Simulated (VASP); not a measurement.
# Cu (I4/mmm) in VASP: a series of runs, part 2 of 2

VASP 6.6.1. The steps go on from the part before.

## (3) Electric field gradients, r2SCAN (volume scaled by 1.06)

File POSCAR:

```
Cu
1.0
   -1.4710905692      1.4710905692      1.4030702911
    1.4710905692     -1.4710905692      1.4030702911
    1.4710905692      1.4710905692     -1.4030702911
Cu
1
Direct
    0.0000000000      0.0000000000      0.0000000000
```

File INCAR.step1:

```
PREC = Accurate
ENCUT = 520
ISMEAR = -1
SIGMA = 0.05
LREAL = False
LASPH = True
NELM = 80
NBANDS = 12
GGA = PE
ALGO = Normal
EDIFF = 1E-4
LWAVE = True
LCHARG = False
```

File INCAR.step2:

```
PREC = Accurate
ENCUT = 520
EDIFF = 1E-8
ISMEAR = -1
SIGMA = 0.05
LREAL = False
LASPH = True
NELM = 80
ALGO = Normal
ISIF = 2
LWAVE = False
LCHARG = False
METAGGA = R2SCAN
LMIXTAU = True
LEFG = True
NBANDS = 12
ISTART = 1
```

File KPOINTS:

```
regular mesh
0
Gamma
  18 18 18
```

Potentials or basis: VASP PAW PBE potentials, release 64 (Cu).

Run with:

```bash
cat potpaw_PBE.64/Cu/POTCAR > POTCAR
cp INCAR.step1 INCAR
mpirun -np 1 vasp_std > vasp.out
cp INCAR.step2 INCAR
mpirun -np 1 vasp_std > vasp.out
```

OUTCAR:

```text
PREC = Accurate
   ENCUT = 520
   EDIFF = 1E-8
   ISMEAR = -1
   LREAL = False
   LASPH = True
   NELM = 80
   ISIF = 2
   METAGGA = R2SCAN
   ISTART = 1

 ion  position               nearest neighbor table
   1  0.000  0.000  0.000-

  LATTYP: Found a body centered tetragonal cell.
 ALAT       =     2.9421811384
 C/A-ratio  =     0.9537620052

  Lattice vectors:

 A1 = (  -1.4710905692,   1.4710905692,   1.4030702911)
 A2 = (   1.4710905692,  -1.4710905692,   1.4030702911)
 A3 = (   1.4710905692,   1.4710905692,  -1.4030702911)

Analysis of symmetry for initial positions (statically):
=====================================================================
 Subroutine PRICEL returns:
 Original cell was already a primitive cell.

 Routine SETGRP: Setting up the symmetry group for a
 body centered tetragonal supercell.

 Subroutine GETGRP returns: Found 16 space group operations
 (whereof 16 operations were pure point group operations)
 out of a pool of 16 trial point group operations.

The static configuration has the point symmetry D_4h.

Analysis of symmetry for dynamics (positions and initial velocities):
=====================================================================
 Subroutine PRICEL returns:
 Original cell was already a primitive cell.

 Routine SETGRP: Setting up the symmetry group for a
 body centered tetragonal supercell.

 Subroutine GETGRP returns: Found 16 space group operations
 (whereof 16 operations were pure point group operations)
 out of a pool of 16 trial point group operations.

The dynamic configuration has the point symmetry D_4h.

 Subroutine INISYM returns: Found 16 space group operations
 (whereof 16 operations are pure point group operations),
 and found     1 'primitive' translations

----------------------------------------------------------------------------------------

                                     Primitive cell

  volume of cell :      12.1456

  direct lattice vectors                    reciprocal lattice vectors
    -1.471090569  1.471090569  1.403070291     0.000000000  0.339883900  0.356361334
     1.471090569 -1.471090569  1.403070291     0.339883900  0.000000000  0.356361334
     1.471090569  1.471090569 -1.403070291     0.339883900  0.339883900  0.000000000

  length of vectors
     2.509346761  2.509346761  2.509346761     0.492457577  0.492457577  0.480668421

  position of ions in fractional coordinates (direct lattice)
     0.000000000  0.000000000  0.000000000

  ion indices of the primitive-cell ions
   primitive index   ion index
                 1           1

----------------------------------------------------------------------------------------

 KPOINTS: regular mesh

Automatic generation of k-mesh.
 Grid dimensions read from file:
 generate k-points for:   18   18   18

 Generating k-lattice:

[... 72 lines left out ...]
   NELECT =      11.0000    total number of electrons
   NUPDOWN=      -1.0000    fix difference up-down
   EMIN   =  10.00;   EMAX   =-10.00  energy-range for DOS
   EFERMI =   0.00;   METHOD = LEGACY
   ISMEAR =    -1;   SIGMA  =   0.05  broadening in eV -4-tet -1-fermi 0-gaus
   EFERMI_NEDOS =   21; number of points for ismear=-14 and -15
   IALGO  =     38    algorithm
   IMIX   =      4    mixing-type and parameters
     AMIX     =   0.40;   BMIX     =  1.00
     AMIX_MAG =   1.60;   BMIX_MAG =  1.00
  volume/ion in A,a.u.               =      12.15        81.96
  Fermi-wavevector in a.u.,A,eV,Ry     =   1.583919  2.993173 34.134290  2.508800
  Thomas-Fermi vector in A             =   2.683616
   LORBIT       =      0    0 simple, 1 ext, 2 COOP (PROOUT), +10 PAW based schemes
   METAGGA = R2SCAN    functional components
   LHFCALC =     F    Hartree Fock is set to
   AEXX    =    0.0000 exact exchange contribution
   IVDW    =     0    specifies the selected vdW correction
   LEPSILON=     F    determine dielectric tensor
   LRPA    =     F    only Hartree local field effects (RPA)
 non-spin polarized calculation
  energy-cutoff  :      520.00
  volume of cell :       12.15
 maximum number of plane-waves:       346
   NGX =  9   NGY =  9   NGZ =  9

 number of electron      10.9999998 magnetization

 Free energy of the ion-electron system (eV)
  ---------------------------------------------------
  ext. energy  EPLUGINS =         0.00000000
  ---------------------------------------------------
  free energy    TOTEN  =       -10.77528840 eV

  energy without entropy =      -10.77134551  energy(sigma->0) =      -10.77331695

 E-fermi :   7.0520     XC(G=0): -13.5613

 val. band max:        7.0517438785   @ k =   0.2222   0.1667   0.1111
 cond. band min:       7.0525295802   @ k =   0.5000   0.2778   0.0556
 fundamental gap:      0.0007857017
 Fermi energy:         7.0519967428

 k-point     1 :       0.0000    0.0000    0.0000
  band No.  band energies     occupation
      1      -2.3859      2.00000
      2       3.8203      2.00000
      3       3.9979      2.00000
      4       3.9980      2.00000
      5       4.7970      2.00000
      6       4.9821      2.00000
      7      32.3093      0.00000
      8      32.3094      0.00000
      9      33.6079      0.00000
     10      36.0152      0.00000
     11      36.0152      0.00000
     12      36.2798      0.00000
[... 331 lines left out ...]
 k-point    24 :      -0.2222    0.0556   -0.0000
  band No.  band energies     occupation
      1      -0.8633      2.00000
      2       3.6555      2.00000
      3       3.8923      2.00000
      4       4.4811      2.00000
      5       4.7375      2.00000
      6       4.9382      2.00000
      7      24.4166      0.00000
      8      26.9271      0.00000
      9      29.4484      0.00000
     10      31.2342      0.00000
     11      34.2629      0.00000
     12      36.3151      0.00000

 [... further k-points ...]

------------------------ aborting loop because EDIFF is reached ----------------------------------------

  FORCE on cell =-STRESS in cart. coord.  units (eV):
  Direction    XX          YY          ZZ          XY          YZ          ZX
  --------------------------------------------------------------------------------------
  -------------------------------------------------------------------------------------
  Total       -0.5407820     -0.5407820     -0.5613965      0.0000000      0.0000000      0.0000000
  in kB      -71.3369555    -71.3369555    -74.0563087      0.0000000      0.0000000      0.0000000
  external PRESSURE =     -72.2434066 kB  Pullay stress =       0.0000000 kB

 VOLUME and BASIS-vectors are now :
 -----------------------------------------------------------------------------
  energy-cutoff  :      520.00
  volume of cell :       12.15
      direct lattice vectors                 reciprocal lattice vectors
    -1.471090569  1.471090569  1.403070291     0.000000000  0.339883900  0.356361334
     1.471090569 -1.471090569  1.403070291     0.339883900  0.000000000  0.356361334
     1.471090569  1.471090569 -1.403070291     0.339883900  0.339883900  0.000000000

 POSITION                                       TOTAL-FORCE (eV/Angst)
 -----------------------------------------------------------------------------------
      0.00000      0.00000      0.00000        -0.000000     -0.000000     -0.000000
 -----------------------------------------------------------------------------------
    total drift:                                0.000000     -0.000000      0.000000

  FREE ENERGIE OF THE ION-ELECTRON SYSTEM (eV)
  ---------------------------------------------------
  free  energy   TOTEN  =       -10.7752884010 eV

  energy  without entropy=      -10.7713455072  energy(sigma->0) =      -10.77331695

 Electric field gradients (V/A^2)
---------------------------------------------------------------------
 ion       V_xx      V_yy      V_zz      V_xy      V_xz      V_yz
---------------------------------------------------------------------
   1       0.010     0.010    -0.020     0.003     0.004     0.004
---------------------------------------------------------------------

 Electric field gradients after diagonalization (V/A^2)
 (convention: |V_zz| > |V_xx| > |V_yy|)
----------------------------------------------------------------------
 ion       V_xx      V_yy      V_zz     asymmetry (V_yy - V_xx)/ V_zz
----------------------------------------------------------------------
   1       0.014     0.007    -0.021       0.363
----------------------------------------------------------------------

           NMR quadrupolar parameters

 Cq : quadrupolar parameter    Cq=e*Q*V_zz/h
 eta: asymmetry parameters     (V_yy - V_xx)/ V_zz
 Q  : nuclear electric quadrupole moment in mb (millibarn)
----------------------------------------------------------------------
 ion       Cq(MHz)       eta       Q (mb)
----------------------------------------------------------------------
   1      -0.000       0.363       1.000
----------------------------------------------------------------------
```

OUTCAR.step1:

```text
PREC = Accurate
   ENCUT = 520
   ISMEAR = -1
   LREAL = False
   LASPH = True
   NELM = 80
[... 575 lines left out ...]
 POSITION                                       TOTAL-FORCE (eV/Angst)
 -----------------------------------------------------------------------------------
      0.00000      0.00000      0.00000        -0.000000      0.000000     -0.000000
 -----------------------------------------------------------------------------------
    total drift:                                0.000000     -0.000000      0.000000

  FREE ENERGIE OF THE ION-ELECTRON SYSTEM (eV)
  ---------------------------------------------------
  free  energy   TOTEN  =        -3.6907623467 eV

  energy  without entropy=       -3.6867312498  energy(sigma->0) =       -3.68874680
```

OSZICAR.step1:

```text
N       E                     dE             d eps       ncg     rms          rms(c)
DAV:   1     0.433329443024E+02    0.43333E+02   -0.54001E+03 12624   0.151E+03
DAV:   2    -0.318413119390E+01   -0.46517E+02   -0.42839E+02 11880   0.204E+02
DAV:   3    -0.457073727893E+01   -0.13866E+01   -0.13727E+01 13392   0.402E+01
DAV:   4    -0.457970383647E+01   -0.89666E-02   -0.89652E-02 13012   0.288E+00
DAV:   5    -0.457979146905E+01   -0.87633E-04   -0.87632E-04 13396   0.287E-01    0.756E+00
DAV:   6    -0.408288059807E+01    0.49691E+00   -0.14286E+01 13392   0.715E+01    0.405E+00
DAV:   7    -0.370322630138E+01    0.37965E+00   -0.23436E+00 13512   0.289E+01    0.602E-01
DAV:   8    -0.369189442675E+01    0.11332E-01   -0.47992E-03 14432   0.761E-01    0.253E-01
DAV:   9    -0.369076389256E+01    0.11305E-02   -0.70682E-03 14060   0.144E+00    0.336E-02
DAV:  10    -0.369076234668E+01    0.15459E-05   -0.43787E-05  7204   0.124E-01
   1 F= -.36907623E+01 E0= -.36887468E+01  d E =-.403110E-02
```

Wall time 3.2 min (1 thread of Intel Xeon Platinum 8488C (Sapphire Rapids), shared host); peak memory 0.18 GiB.

What came out:

```
Free energy : -10.7753 eV
Pressure    : -7.2 GPa
```

Stress tensor (GPa, compression positive):
```
-7.13  0.00  0.00
 0.00 -7.13  0.00
 0.00  0.00 -7.41
```

Caveat: without QUAD_EFG the Cq values of the log hold for a quadrupole moment of 1 mb, not for the nuclei; the PAW data sets were made with another functional, which shifts forces and pressure a little.
